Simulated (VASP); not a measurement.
# HfF5 (Cmmm) in VASP: a series of runs

The runs below take HfF5 through single point, relaxation of cell and atoms, with PBE.

Everything below comes from runs of VASP 6.6.1. Logs are shortened: lines on timing, memory, paths and dates and some standing lists are left out, and cuts for length are marked.

**1. The cell of the first run**

Symmetry: Cmmm, No. 65, orthorhombic system. The conventional cell has a = 5.300 Å, b = 5.618 Å, c = 6.023 Å, α = 90.00°, β = 90.00°, γ = 90.00°. Within 3.5 Å of Hf (site symmetry mmm) lie 16 F at 2.64 to 3.36 Å. Within 1.9 Å of F (site symmetry m) lie 2 F at 1.32 to 1.85 Å. F (site symmetry mmm) has 4 F at 1.85 Å within 2.5 Å.

The cell was built from a structure type or drawn by symmetry, and may not be a known phase.

**2. Single point, PBE**

Input file INCAR:

```
SYSTEM = HfF5
ALGO = Normal
EDIFF = 1E-6
ENCUT = 520
GGA = PE
ISIF = 2
ISMEAR = 0
LASPH = .True.
LCHARG = .False.
LREAL = .False.
LWAVE = .False.
NBANDS = 32
NELM = 60
PREC = Accurate
SIGMA = 0.1
```

Input file KPOINTS:

```
k-points
0
Gamma
  4 4 4
  0 0 0
```

Input file POSCAR:

```
HfF5
1.0
    2.6501727300     -2.8090184600      0.0000000000
    2.6501727300      2.8090184600      0.0000000000
    0.0000000000      0.0000000000      6.0226832200
Hf F
1 5
Direct
    0.5000000000      0.5000000000      0.5000000000
    0.8754883600      0.8754883600      0.2129809800
    0.1245116400      0.1245116400      0.2129809800
    0.1245116400      0.1245116400      0.7870190200
    0.8754883600      0.8754883600      0.7870190200
    0.0000000000      0.0000000000      0.5000000000
```

Potentials or basis: VASP PAW PBE potentials, release 64 (Hf_pv, F).

The run is started by

```
$ cat potpaw_PBE.64/Hf_pv/POTCAR potpaw_PBE.64/F/POTCAR > POTCAR
$ mpirun -np 1 vasp_std > vasp.out
```

OUTCAR:

```text
SYSTEM = HfF5
   EDIFF = 1E-6
   ENCUT = 520
   GGA = PE
   ISIF = 2
   ISMEAR = 0
   LASPH = .True.
   LREAL = .False.
   NELM = 60
   PREC = Accurate

 ion  position               nearest neighbor table
   1  0.500  0.500  0.500-   2 2.64   3 2.64   4 2.64   5 2.64   6 2.65   6 2.65   6 2.81   6 2.81

   2  0.875  0.875  0.213-   3 1.32   6 1.85   1 2.64
   3  0.125  0.125  0.213-   2 1.32   6 1.85   1 2.64
   4  0.125  0.125  0.787-   5 1.32   6 1.85   1 2.64
   5  0.875  0.875  0.787-   4 1.32   6 1.85   1 2.64
   6  0.000  0.000  0.500-   2 1.85   3 1.85   4 1.85   5 1.85   1 2.65   1 2.65   1 2.81   1 2.81

  LATTYP: Found a base centered orthorhombic cell.
 ALAT       =     5.3003454600
 B/A-ratio  =     1.0599378781
 C/A-ratio  =     1.1362812604

  Lattice vectors:

 A1 = (   2.6501727300,  -2.8090184600,   0.0000000000)
 A2 = (   2.6501727300,   2.8090184600,   0.0000000000)
 A3 = (   0.0000000000,   0.0000000000,   6.0226832200)

Analysis of symmetry for initial positions (statically):
=====================================================================
 Subroutine PRICEL returns:
 Original cell was already a primitive cell.

 Routine SETGRP: Setting up the symmetry group for a
 base centered orthorhombic supercell.

 Subroutine GETGRP returns: Found  8 space group operations
 (whereof  8 operations were pure point group operations)
 out of a pool of  8 trial point group operations.

The static configuration has the point symmetry D_2h.

Analysis of symmetry for dynamics (positions and initial velocities):
=====================================================================
 Subroutine PRICEL returns:
 Original cell was already a primitive cell.

 Routine SETGRP: Setting up the symmetry group for a
 base centered orthorhombic supercell.

 Subroutine GETGRP returns: Found  8 space group operations
 (whereof  8 operations were pure point group operations)
 out of a pool of  8 trial point group operations.

The dynamic configuration has the point symmetry D_2h.

 Subroutine INISYM returns: Found  8 space group operations
 (whereof  8 operations are pure point group operations),
 and found     1 'primitive' translations

----------------------------------------------------------------------------------------

                                     Primitive cell

  volume of cell :      89.6703

  direct lattice vectors                    reciprocal lattice vectors
     2.650172730 -2.809018460  0.000000000     0.188666948 -0.177998118  0.000000000
     2.650172730  2.809018460  0.000000000     0.188666948  0.177998118  0.000000000
     0.000000000  0.000000000  6.022683220     0.000000000  0.000000000  0.166038950

  length of vectors
     3.861864861  3.861864861  6.022683220     0.259381085  0.259381085  0.166038950

  position of ions in fractional coordinates (direct lattice)
     0.500000000  0.500000000  0.500000000
     0.875488360  0.875488360  0.212980980
     0.124511640  0.124511640  0.212980980
     0.124511640  0.124511640  0.787019020
     0.875488360  0.875488360  0.787019020
     0.000000000  0.000000000  0.500000000

  ion indices of the primitive-cell ions
   primitive index   ion index
                 1           1
                 2           2
                 3           3
                 4           4
                 5           5
                 6           6

----------------------------------------------------------------------------------------

 KPOINTS: k-points

Automatic generation of k-mesh.
 Grid dimensions read from file:
 generate k-points for:    4    4    4

 Generating k-lattice:

  Cartesian coordinates                     Fractional coordinates (reciprocal lattice)
     0.047166737 -0.044499530  0.000000000     0.250000000  0.000000000  0.000000000
     0.047166737  0.044499530  0.000000000     0.000000000  0.250000000  0.000000000
     0.000000000  0.000000000  0.041509738     0.000000000  0.000000000  0.250000000

  Length of vectors
     0.064845271  0.064845271  0.041509738

  Shift w.r.t. Gamma in fractional coordinates (k-lattice)
     0.000000000  0.000000000  0.000000000

 Subroutine IBZKPT returns following result:
 ===========================================

 Found     21 irreducible k-points:

 Following reciprocal coordinates:
            Coordinates               Weight
  0.000000  0.000000  0.000000      1.000000
  0.250000  0.000000  0.000000      4.000000
  0.500000  0.000000  0.000000      2.000000
  0.250000  0.250000  0.000000      2.000000
  0.500000  0.250000  0.000000      4.000000
 -0.250000  0.250000  0.000000      2.000000
[... 13 lines left out ...]
 -0.250000  0.250000  0.500000      2.000000
  0.500000  0.500000  0.500000      1.000000
   k-points           NKPTS =     21   k-points in BZ     NKDIM =     21   number of bands    NBANDS=     32
   number of dos      NEDOS =    301   number of ions     NIONS =      6
   total plane-waves  NPLWV =  43200
   dimension x,y,z NGX =    30 NGY =   30 NGZ =   48
   dimension x,y,z NGXF=    60 NGYF=   60 NGZF=   96
   ions per type =               1   5
   NGX,Y,Z   is equivalent  to a cutoff of  12.91, 12.91, 13.25 a.u.
   NGXF,Y,Z  is equivalent  to a cutoff of  25.83, 25.83, 26.50 a.u.
 SYSTEM =  HfF5
   PREC   = accura    normal or accurate (medium, high low for compatibility)
   ISTART =      0    job   : 0-new  1-cont  2-samecut
   ICHARG =      2    charge: 1-file 2-atom 10-const
   ISPIN  =      1    spin polarized calculation?
   LNONCOLLINEAR =      F non collinear calculations
   LSORBIT =      F    spin-orbit coupling
   LASPH  =      T    aspherical Exc in radial PAW
   ENCUT  =  520.0 eV  38.22 Ry    6.18 a.u.   7.18  7.18 11.20*2*pi/ulx,y,z
   NELM   =     60;   NELMIN=  2; NELMDL= -5     # of ELM steps
   EDIFF  = 0.1E-05   stopping-criterion for ELM
   LREAL  =      F    real-space projection
   EDIFFG = 0.1E-04   stopping-criterion for IOM
   NSW    =      0    number of steps for IOM
   IBRION =     -1    ionic relax: 0-MD 1-quasi-New 2-CG
   NFREE  =      0    steps in history (QN), initial steepest desc. (CG)
   ISIF   =      2    stress and relaxation
   ISYM   =      2    0-nonsym 1-usesym 2-fastsym
   POTIM  = 0.5000    time-step for ionic-motion
   TEBEG  =    0.0;   TEEND  =   0.0 temperature during run
   PSTRESS=    0.0 pullay stress
   NELECT =      45.0000    total number of electrons
   NUPDOWN=      -1.0000    fix difference up-down
   EMIN   =  10.00;   EMAX   =-10.00  energy-range for DOS
   EFERMI =   0.00;   METHOD = LEGACY
   ISMEAR =     0;   SIGMA  =   0.10  broadening in eV -4-tet -1-fermi 0-gaus
   EFERMI_NEDOS =   21; number of points for ismear=-14 and -15
   IALGO  =     38    algorithm
   IMIX   =      4    mixing-type and parameters
     AMIX     =   0.40;   BMIX     =  1.00
     AMIX_MAG =   1.60;   BMIX_MAG =  1.00
  volume/ion in A,a.u.               =      14.95       100.85
  Fermi-wavevector in a.u.,A,eV,Ry     =   1.300956  2.458451 23.027691  1.692488
  Thomas-Fermi vector in A             =   2.432121
   LORBIT       =      0    0 simple, 1 ext, 2 COOP (PROOUT), +10 PAW based schemes
   GGA     = PE    functional components
   LHFCALC =     F    Hartree Fock is set to
   AEXX    =    0.0000 exact exchange contribution
   IVDW    =     0    specifies the selected vdW correction
   LEPSILON=     F    determine dielectric tensor
   LRPA    =     F    only Hartree local field effects (RPA)
 non-spin polarized calculation
 Gauss-broadening in eV      SIGMA  =   0.10
  energy-cutoff  :      520.00
  volume of cell :       89.67
 maximum number of plane-waves:      2433
 NGX is ok and might be reduce to    30
   NGX = 15   NGY = 15   NGZ = 23

 number of electron      44.9999973 magnetization

 Free energy of the ion-electron system (eV)
  ---------------------------------------------------
  ext. energy  EPLUGINS =         0.00000000
  ---------------------------------------------------
  free energy    TOTEN  =       -13.45730635 eV

  energy without entropy =      -13.43146145  energy(sigma->0) =      -13.44438390

 E-fermi :   2.0825     XC(G=0):  -8.9776

 val. band max:        2.0488352277   @ k =  -0.2500   0.2500   0.0000
 cond. band min:       2.0837020206   @ k =   0.0000   0.0000   0.2500
 fundamental gap:      0.0348667929
 Fermi energy:         2.0824653912

 k-point     1 :       0.0000    0.0000    0.0000
  band No.  band energies     occupation
      1     -31.4982      2.00000
      2     -31.4110      2.00000
      3     -31.2687      2.00000
      4     -28.2772      2.00000
      5     -27.9366      2.00000
      6     -21.3733      2.00000
[... 24 lines left out ...]
     31       8.8451      0.00000
     32      11.3094      0.00000

 k-point     2 :       0.2500    0.0000    0.0000
  band No.  band energies     occupation
      1     -31.5113      2.00000
      2     -31.4063      2.00000
      3     -31.2849      2.00000
      4     -28.2515      2.00000
      5     -27.9339      2.00000
      6     -21.3452      2.00000
[... 24 lines left out ...]
     31       9.0005      0.00000
     32       9.5510      0.00000

 k-point     3 :       0.5000    0.0000    0.0000
  band No.  band energies     occupation
      1     -31.5265      2.00000
      2     -31.4016      2.00000
      3     -31.2985      2.00000
      4     -28.2265      2.00000
      5     -27.9311      2.00000
      6     -21.3168      2.00000
[... 24 lines left out ...]
     31       8.9343      0.00000
     32      10.2322      0.00000

 k-point     4 :       0.2500    0.2500    0.0000
  band No.  band energies     occupation
      1     -31.5191      2.00000
      2     -31.4018      2.00000
      3     -31.3032      2.00000
      4     -28.2294      2.00000
      5     -27.9306      2.00000
      6     -21.3299      2.00000
[... 24 lines left out ...]
     31       9.1182      0.00000
     32       9.8478      0.00000

 k-point     5 :       0.5000    0.2500    0.0000
  band No.  band energies     occupation
      1     -31.5323      2.00000
      2     -31.4003      2.00000
      3     -31.3041      2.00000
      4     -28.2290      2.00000
      5     -27.9185      2.00000
      6     -21.3308      2.00000
[... 479 lines left out ...]
     31       9.2904      0.00000
     32      10.9925      0.00000

 k-point    19 :       0.5000    0.2500    0.5000
  band No.  band energies     occupation
      1     -31.5322      2.00000
      2     -31.4005      2.00000
      3     -31.3039      2.00000
      4     -28.0985      2.00000
      5     -28.0598      2.00000
      6     -21.3012      2.00000
[... 24 lines left out ...]
     31       7.6251      0.00000
     32      10.2816      0.00000

 k-point    20 :      -0.2500    0.2500    0.5000
  band No.  band energies     occupation
      1     -31.5223      2.00000
      2     -31.4050      2.00000
      3     -31.2880      2.00000
      4     -28.1194      2.00000
      5     -28.0642      2.00000
      6     -21.3154      2.00000
[... 24 lines left out ...]
     31       8.5503      0.00000
     32      11.0920      0.00000

 k-point    21 :       0.5000    0.5000    0.5000
  band No.  band energies     occupation
      1     -31.5401      2.00000
      2     -31.3992      2.00000
      3     -31.3073      2.00000
      4     -28.1020      2.00000
      5     -28.0466      2.00000
      6     -21.3149      2.00000
[... 24 lines left out ...]
     31       7.2915      0.00000
     32       8.5145      0.00000

------------------------ aborting loop because EDIFF is reached ----------------------------------------

  FORCE on cell =-STRESS in cart. coord.  units (eV):
  Direction    XX          YY          ZZ          XY          YZ          ZX
  --------------------------------------------------------------------------------------
  -------------------------------------------------------------------------------------
  Total       26.0996441     -5.1770366     33.5285955      0.0000000      0.0000000      0.0000000
  in kB      466.3332453    -92.5002757    599.0694228      0.0000000      0.0000000      0.0000000
  external PRESSURE =     324.3007975 kB  Pullay stress =       0.0000000 kB

 VOLUME and BASIS-vectors are now :
 -----------------------------------------------------------------------------
  energy-cutoff  :      520.00
  volume of cell :       89.67
      direct lattice vectors                 reciprocal lattice vectors
     2.650172730 -2.809018460  0.000000000     0.188666948 -0.177998118  0.000000000
     2.650172730  2.809018460  0.000000000     0.188666948  0.177998118  0.000000000
     0.000000000  0.000000000  6.022683220     0.000000000  0.000000000  0.166038950

 POSITION                                       TOTAL-FORCE (eV/Angst)
 -----------------------------------------------------------------------------------
      2.65017      0.00000      3.01134        -0.000000      0.000000      0.000000
      4.64039      0.00000      1.28272       -14.419082      0.000000     -4.338443
      0.65995      0.00000      1.28272        14.419082      0.000000     -4.338443
      0.65995      0.00000      4.73997        14.419082      0.000000      4.338443
      4.64039      0.00000      4.73997       -14.419082      0.000000      4.338443
      0.00000      0.00000      3.01134         0.000000      0.000000      0.000000
 -----------------------------------------------------------------------------------
    total drift:                               -0.000000     -0.000000      0.000000

  FREE ENERGIE OF THE ION-ELECTRON SYSTEM (eV)
  ---------------------------------------------------
  free  energy   TOTEN  =       -13.4573063461 eV

  energy  without entropy=      -13.4314614495  energy(sigma->0) =      -13.44438390
```

Run time: 25 s. Hardware: 1 thread of Intel Xeon 6975P-C (Granite Rapids), shared host; peak memory 0.22 GiB.

Results:

```yaml
Free_energy: -13.4573 eV
Pressure: 32.4 GPa
Largest_force: 15.058 eV/Å
Band_gap_on_the_k_mesh: zero (an odd number of electrons rules out a gap without spin polarisation)
```

Forces in eV/Å, atoms in the order of the input:
```
Hf    0.000   0.000   0.000
F   -14.419   0.000  -4.338
F    14.419   0.000  -4.338
F    14.419   0.000   4.338
F   -14.419   0.000   4.338
F     0.000   0.000   0.000
```

Caveat: the k points lie up to 0.41 Å⁻¹ apart, too coarse for converged energies and pressures of a metal; spin-orbit coupling is left out, which moves the levels of the heavy elements; an odd number of electrons without spin polarisation forces a metal; a magnetic or distorted state may lie lower.

**3. Single point, PBE**

This run uses another cell than the first one, of 18.98 Å³/atom.

Input file INCAR:

```
SYSTEM = HfF5
PREC = Accurate
ENCUT = 520
EDIFF = 1E-6
ISMEAR = 0
SIGMA = 0.1
LREAL = .False.
LASPH = .True.
NELM = 80
ALGO = Normal
ISIF = 2
LWAVE = .False.
LCHARG = .False.
GGA = PE
NBANDS = 32
```

Input file KPOINTS:

```
Automatic mesh
0
Gamma
  4 4 4
  0 0 0
```

Input file POSCAR:

```
HfF5
1.0
    5.3711624943     -2.0876056365      0.0000000000
    5.3711624943      2.0876056365      0.0000000000
    0.0000000000      0.0000000000      5.0789691177
Hf F
1 5
Direct
    0.5000000000      0.5000000000      0.5000000000
    0.6360273889      0.6360273889      0.2344824086
    0.3639726111      0.3639726111      0.2344824086
    0.3639726111      0.3639726111      0.7655175914
    0.6360273889      0.6360273889      0.7655175914
    0.0000000000      0.0000000000      0.5000000000
```

Potentials or basis: VASP PAW PBE potentials, release 64 (Hf_pv, F).

The run is started by

```
$ cat potpaw_PBE.64/Hf_pv/POTCAR potpaw_PBE.64/F/POTCAR > POTCAR
$ mpirun -np 1 vasp_std > vasp.out
```

It took 46 s on 1 thread of Intel Xeon 6975P-C (Granite Rapids), shared host; peak memory 0.3 GiB.

It converged, with:

- Free energy: -36.5092 eV
- Pressure: -1.2 GPa
- Largest force: 0.165 eV/Å
- Band gap on the k mesh: zero (an odd number of electrons rules out a gap without spin polarisation)

Forces in eV/Å, atoms in the order of the input:
```
Hf   0.000  0.000  0.000
F   -0.117  0.000  0.116
F    0.117  0.000  0.116
F    0.117  0.000 -0.116
F   -0.117  0.000 -0.116
F    0.000  0.000  0.000
```

Stress tensor (GPa, compression positive):
```
-1.06  0.00  0.00
 0.00 -1.35  0.00
 0.00  0.00 -1.12
```

Levels at points of the mesh, in eV from the Fermi level:
| k point | band 19 | band 20 | band 21 | band 22 | band 23 | band 24 | band 25 | band 26 | band 27 | band 28 |
| --- | --- | --- | --- | --- | --- | --- | --- | --- | --- | --- |
| (0.00, 0.00, 0.00) | -0.77 | -0.61 | -0.50 | 0.08 | 0.14 | 6.77 | 6.85 | 7.26 | 7.83 | 9.33 |
| (0.50, 0.00, 0.00) | -0.69 | -0.45 | -0.43 | 0.10 | 0.10 | 7.58 | 7.71 | 7.80 | 10.60 | 11.02 |
| (0.50, 0.50, 0.00) | -0.95 | -0.53 | -0.35 | 0.04 | 0.11 | 6.74 | 6.89 | 7.49 | 8.12 | 10.21 |
| (0.00, 0.00, 0.50) | -0.78 | -0.68 | -0.52 | -0.50 | -0.28 | 6.72 | 6.92 | 7.67 | 8.32 | 9.88 |
| (0.50, 0.00, 0.50) | -0.72 | -0.62 | -0.56 | -0.48 | -0.35 | 7.62 | 7.76 | 7.86 | 11.59 | 11.98 |
| (0.50, 0.50, 0.50) | -0.82 | -0.82 | -0.67 | -0.60 | -0.38 | 6.67 | 6.94 | 7.71 | 8.47 | 10.58 |

Caveat: the k points lie up to 0.40 Å⁻¹ apart, too coarse for converged energies and pressures of a metal; spin-orbit coupling is left out, which moves the levels of the heavy elements; an odd number of electrons without spin polarisation forces a metal; a magnetic or distorted state may lie lower.

[end of part 1 of 2]
